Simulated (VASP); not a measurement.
Input of a VASP 6.6.1 run:

The input INCAR:

```
PREC     = Accurate       # precision mode
ENCUT    = 520            # plane-wave cutoff, eV
EDIFF    = 1E-6           # SCF threshold, eV
ISMEAR   = -1             # smearing method
SIGMA    = 0.15           # smearing width, eV
LREAL    = False          # projectors in reciprocal space
LASPH    = True           # aspherical terms in the spheres
NELM     = 80             # most SCF steps
ALGO     = Normal         # electronic algorithm
ISIF     = 2              # what is computed and relaxed
LWAVE    = False          # write WAVECAR
LCHARG   = False          # write CHGCAR
NBANDS   = 12             # bands
```

File KPOINTS:

```
Automatic mesh
0
Gamma
  15 15 15
```

The input POSCAR:

```
As
1.0
    1.8785799459      1.0845986374      3.3328849492
   -1.8785799459      1.0845986374      3.3328849492
    0.0000000000     -2.1691972750      3.3328849492
As
2
Direct
    0.7693838169      0.7693838169      0.7693838169
    0.2306161831      0.2306161831      0.2306161831
```

Potentials or basis: VASP PAW LDA potentials, release 64 (As).

Run with:

```console
$ cat potpaw_LDA.64/As/POTCAR > POTCAR
$ mpirun -np 1 vasp_std > vasp.out
```

What does it give for the pressure?

0.4 GPa.

Estimate the band gap on the k mesh.

zero (band 5 reaches 6.06 eV, above the bottom of band 6 at 5.90 eV).

What does it give for the largest force?

0.063 eV/Å.

Forces in eV/Å, atoms in the order of the input:
```
As   0.000  0.000 -0.063
As   0.000  0.000  0.063
```
